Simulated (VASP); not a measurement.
Wanted: the native input for a VASP 6.6.1 run.

```yaml
Task: single point
Functional: PBE
Potentials_or_basis: VASP PAW PBE potentials, release 64 (Ni_sv_GW, Fe_sv)
Cutoff: 690 eV
k_mesh: 7 × 7 × 7
Occupations: fermi-dirac, width 0.05 eV
Spin: collinear spin, ferromagnetic start
Starting_moments: "[1.0, 1.0, 1.0, 1.0, 3.0, 3.0] μB"
Dipole_correction: no
Further_INCAR_settings: ALGO = Normal; EDIFF = 1e-06; NBANDS = 65
```

The structure of FeNi2 lies in POSCAR:

```
FeNi2
1.0
    0.0000000000      3.3393125428      3.3393125428
    3.3393125428      0.0000000000      3.3393125428
    3.3393125428      3.3393125428      0.0000000000
Ni Fe
4 2
Direct
    0.6250000000      0.6250000000      0.6250000000
    0.1250000000      0.6250000000      0.6250000000
    0.6250000000      0.1250000000      0.6250000000
    0.6250000000      0.6250000000      0.1250000000
    0.0000000000      0.0000000000      0.0000000000
    0.2500000000      0.2500000000      0.2500000000
```

One way to write it, as run:

INCAR

```
PREC = Accurate
ENCUT = 690
EDIFF = 1E-6
ISMEAR = -1
SIGMA = 0.05
LREAL = False
LASPH = True
NELM = 200
ALGO = Normal
ISIF = 2
LWAVE = False
LCHARG = False
ISPIN = 2
MAGMOM = 1 1 1 1 3 3
LORBIT = 11
LMAXMIX = 4
GGA = PE
NBANDS = 65
GGA_COMPAT = False
```

KPOINTS

```
regular mesh
0
Gamma
  7 7 7
```

Potentials or basis: VASP PAW PBE potentials, release 64 (Ni_sv_GW, Fe_sv).

The run is started by

```sh
$ cat potpaw_PBE.64/Ni_sv_GW/POTCAR potpaw_PBE.64/Fe_sv/POTCAR > POTCAR
$ mpirun -np 1 vasp_std > vasp.out
```

It gave:

```yaml
Pressure: -9.9 GPa
Net_moment: 8.08 μB per cell
Site_moments: Ni +0.60; Fe +2.92 μB
Valence_electrons_inside_the_program's_atomic_spheres: Ni 16.37; Fe 13.60
```

Caveat: the cell stands under tension.

It took 8.9 min on 1 thread of Intel(R) Xeon(R) 6975P-C (Granite Rapids), on a shared host, peak memory 0.44 GiB.
